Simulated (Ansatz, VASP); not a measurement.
# Si2Sn in VASP and in Ansatz

```
CELL_PARAMETERS angstrom
3.70097 0.00000 0.00000
-1.85048 3.20513 0.00000
0.00000 0.00000 10.94095
ATOMIC_POSITIONS crystal
Si 0.33333 0.66667 0.04753
Si 0.33333 0.66667 0.45247
Si 0.66667 0.33333 0.95247
Si 0.66667 0.33333 0.54753
Sn 0.33333 0.66667 0.75000
Sn 0.66667 0.33333 0.25000
```

Alike in both runs: functional PBE; k mesh 12 × 12 × 4; occupations gaussian, width 0.1 eV; no spin polarisation.

Ansatz relaxed the structure, and its values are those at the end. VASP's run is a single point on that final structure, the one shown.

|  | VASP | Ansatz |
| --- | --- | --- |
| version | VASP 6.6.1 | Ansatz 0.2.0 |
| potentials or method | VASP PAW PBE potentials, release 64 (Si, Sn_d), cutoff 520 eV | scalar-relativistic, plane waves, PAW |
| valence electrons in the cell | 44 | 44 |

Ansatz gave:

* gap on the k mesh at the Fermi level (eV): none
* pressure (GPa): 0.0
* rms of the force components (eV/Å): 0.000

Question: What did VASP give for the same quantities?

Answer: gap on the k mesh at the Fermi level (eV): none; pressure (GPa): -0.1; rms of the force components (eV/Å): 0.004.

A gap of «none» marks a metal or a gap that the smearing closes. The functional is the same, so the differences come from potentials, cutoffs and numerics.
